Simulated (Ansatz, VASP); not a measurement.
## InSb in VASP and in Ansatz

```
CELL_PARAMETERS angstrom
3.73150 0.00000 0.00000
0.00000 3.88381 0.00000
0.00000 0.00000 3.80765
ATOMIC_POSITIONS crystal
In 0.00000 0.00000 0.00000
Sb 0.50000 0.50000 0.50000
```

Change from the starting cell: strain -0.0200 x Voigt [1, -1, 0, 0, 0, 0], atoms carried along.

Alike in both runs: task single point; functional PBE; dispersion D3(BJ); k mesh 12 × 12 × 12; occupations gaussian, width 0.15 eV; no spin polarisation.

```csv
,VASP,Ansatz
version,VASP 6.6.1,Ansatz 0.2.0
potentials or method,"VASP PAW PBE potentials, release 64 (In_d, Sb), cutoff 520 eV","scalar-relativistic, plane waves, PAW"
valence electrons in the cell,18,28
```

|  | VASP | Ansatz | Ansatz less VASP |
| --- | --- | --- | --- |
| gap on the k mesh at the Fermi level (eV) | none | none | - |
| pressure (GPa) | -2.5 | -2.5 | +0.06 |
| traceless stress, the component that is largest in VASP (GPa) | -0.17 | -0.17 | -0.001 |

A gap of «none» marks a metal or a gap that the smearing closes. VASP's potentials hold 18 valence electrons a cell and Ansatz's 28, so a difference there can come from the potentials and not from the codes.

Neither program's run includes spin-orbit coupling.
